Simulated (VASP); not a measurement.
Runs of VASP 6.6.1 on H. The structure is that of space group P4/mmm (No. 123), or close to it. The cells are those of the table. 

| cell | gap on the mesh (eV) | pressure (GPa) |
| --- | --- | --- |
| a = 2.650, b = 2.650, c = 0.931 Å, 1 atom | none | (a) |
| a = 2.716, b = 2.716, c = 0.931 Å, 1 atom | none | 9.0 |
| a = 2.716, b = 2.716, c = 0.956 Å, 1 atom | none | 4.4 |
| a = 2.782, b = 2.782, c = 1.030 Å, 1 atom | none | -4.4 |
| a = 2.650, b = 2.650, c = 1.030 Å, 1 atom | none | -4.4 |
| a = 2.517, b = 2.517, c = 0.956 Å, 1 atom | none | (c) |
| a = 2.583, b = 2.583, c = 1.005 Å, 1 atom | none | -1.9 |
| a = 2.517, b = 2.517, c = 1.005 Å, 1 atom | none | -1.9 |
| a = 2.782, b = 2.782, c = 0.980 Å, 1 atom | none | 0.4 |
| a = 2.517, b = 2.517, c = 0.931 Å, 1 atom | none | 12.0 |
| a = 2.583, b = 2.583, c = 0.956 Å, 1 atom | none | (b) |
| a = 2.650, b = 2.650, c = 1.005 Å, 1 atom | none | -2.1 |

Alike in all rows: task single point; level PBE+D3(BJ); potentials or basis VASP PAW PBE potentials, release 64 (H); no spin polarisation; k mesh 10 × 10 × 26; cutoff (eV) 520; smearing gaussian 0.05 eV.

Problem. Fill in the values left out.

Solution. (a) 9.9; (b) 5.6; (c) 6.3.

Caveats: pairwise dispersion overbinds metals, which lowers pressure and volume.

A gap of «none» marks levels without a gap at the run's occupations.
